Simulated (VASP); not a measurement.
**GaN: single point with PBE+D4**

The system is GaN.

```
CELL_PARAMETERS angstrom
0.00000 2.25094 2.25094
2.25094 0.00000 2.25094
2.25094 2.25094 0.00000
ATOMIC_POSITIONS crystal
Ga 0.00000 0.00000 0.00000
N 0.25000 0.25000 0.25000
```

- Program: VASP 6.6.1
- Task: single point
- Functional: PBE
- Dispersion: D4
- Potentials or basis: VASP PAW PBE potentials, release 64 (Ga_d, N)
- Cutoff: 600 eV
- k mesh: 10 × 10 × 10
- Occupations: fermi-dirac, width 0.05 eV
- Spin: no spin polarisation

```
Pressure                   : -0.1 GPa
Band gap on the k mesh     : 1.75 eV, direct
Dispersion energy per atom : -0.402 eV
```

Levels at points of the mesh, in eV from the valence-band top:
```
           k point  band 5  band 6  band 7  band 8  band 9  band 10  band 11  band 12  band 13  band 14
(0.00, 0.00, 0.00)  -13.12  -13.12    0.00    0.00    0.00     1.75    10.32    10.32    10.32    17.65
(0.50, 0.00, 0.00)  -13.07  -11.88   -7.06   -0.97   -0.97     4.66     8.74    10.38    10.38    15.66
(0.50, 0.50, 0.00)  -13.04  -11.45   -6.14   -2.71   -2.71     3.35     6.68    11.73    14.00    14.00
```

Run time: 20 s on 1 thread of Intel Xeon 6975P-C, with other jobs on the host, peak memory 0.17 GiB.

As with any semilocal functional, this PBE gap is likely too small.
